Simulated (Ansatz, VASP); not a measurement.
**One calculation of Nb, two programs**

POSCAR

```
Nb
1.0
    1.5732684270      0.9083269498      2.1719985708
   -1.5732684270      0.9083269498      2.1719985708
    0.0000000000     -1.8166538996      2.1719985708
Nb
1
Direct
    0.5000000000      0.5000000000      0.5000000000
```

INCAR.step1

```
PREC = Accurate ; ENCUT = 600
ISMEAR = 0 ; SIGMA = 0.1
LREAL = F ; LASPH = T
NELM = 80 ; GGA = PE
ALGO = Normal ; EDIFF = 1E-4
LWAVE = T ; LCHARG = F
```

Contents of INCAR.step2:

```
PREC = Accurate ; ENCUT = 600
EDIFF = 1E-7 ; ISMEAR = 0
SIGMA = 0.1 ; LREAL = F
LASPH = T ; NELM = 80
ALGO = Normal ; ISIF = 3
LWAVE = F ; LCHARG = F
METAGGA = R2SCAN ; LMIXTAU = T
IBRION = 2 ; NSW = 100
EDIFFG = -0.01 ; ISTART = 1
```

File KPOINTS:

```
Automatic mesh
0
Gamma
  21 21 21
```

Input for Ansatz:

```yaml
crystal:
  lattice:
    - [1.573268427, 0.9083269498, 2.1719985708]
    - [-1.573268427, 0.9083269498, 2.1719985708]
    - [0.0, -1.8166538996, 2.1719985708]
  atoms:
    - { symbol: Nb, position: [0.5, 0.5, 0.5] }
basis:
  ecutwfc: 500
kpoints:
  mp_grid: { grid: [21, 21, 21] }
hamiltonian:
  xc: r2scan
scf:
  occupations: { method: gaussian, width: 0.1 }
output:
  forces: true
  stress: true
  eigenvalues: true
relax:
  adjacent_minimum: "off"
  f_tol: 0.01
  max_steps: 80
  cell: { stress_tol: 0.05 }
```

Alike in both runs: task relaxation of cell and atoms; functional r2SCAN; k mesh 21 × 21 × 21; occupations gaussian, width 0.1 eV; no spin polarisation.

```csv
,VASP,Ansatz
version,VASP 6.6.1,Ansatz 0.2.0
potentials or method,"VASP PAW PBE potentials, release 64 (Nb_sv), cutoff 600 eV","scalar-relativistic, plane waves, PAW"
valence electrons in the cell,13,13
```

```tsv
	VASP	Ansatz	Ansatz less VASP
gap on the k mesh at the Fermi level, each at its own relaxed structure (eV)	none	none	-
relaxed volume (Å³/atom)	18.45	18.46	+0.015
relaxed length of the cell vector where the two differ most in proportion (Å)	2.806	2.806	+0.0004
```

VASP's potentials were made for PBE, not for r2SCAN. A gap of «none» marks a metal or a gap that the smearing closes.
